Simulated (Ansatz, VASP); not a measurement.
# KTaO3 in VASP and in Ansatz

```
K Ta O
1.0
     3.98830    0.00000    0.00000
     0.00000    3.98830    0.00000
     0.00000    0.00000    3.86865
K Ta O
1 1 3
Direct
  0.50000 0.50000 0.50000
  0.00000 0.00000 0.00000
  0.50000 0.00000 0.00000
  0.00000 0.50000 0.00000
  0.00000 0.00000 0.50000
```

Change from the starting cell: zz strain of -3 %.

Alike in both runs: task single point; functional PBE; k mesh 5 × 5 × 5; occupations fermi-dirac, width 0.01 eV; no spin polarisation.

|  | VASP | Ansatz |
| --- | --- | --- |
| version | VASP 6.6.1 | Ansatz 0.2.0 |
| potentials or method | VASP PAW PBE potentials, release 64 (K_sv, Ta_pv, O), cutoff 520 eV | all-electron LAPW, scalar-relativistic |

Ansatz gave:

```
gap on the k mesh at the Fermi level (eV)                     : 2.37
pressure (GPa)                                                : 12.7
traceless stress, the component that is largest in VASP (GPa) : 9.03
```

Task: Which values does VASP return?

Result: gap on the k mesh at the Fermi level (eV): 2.31; pressure (GPa): 13.5; traceless stress, the component that is largest in VASP (GPa): 9.23.

Ansatz ran all-electron here, and VASP with PAW potentials.

Spin-orbit coupling is off throughout.
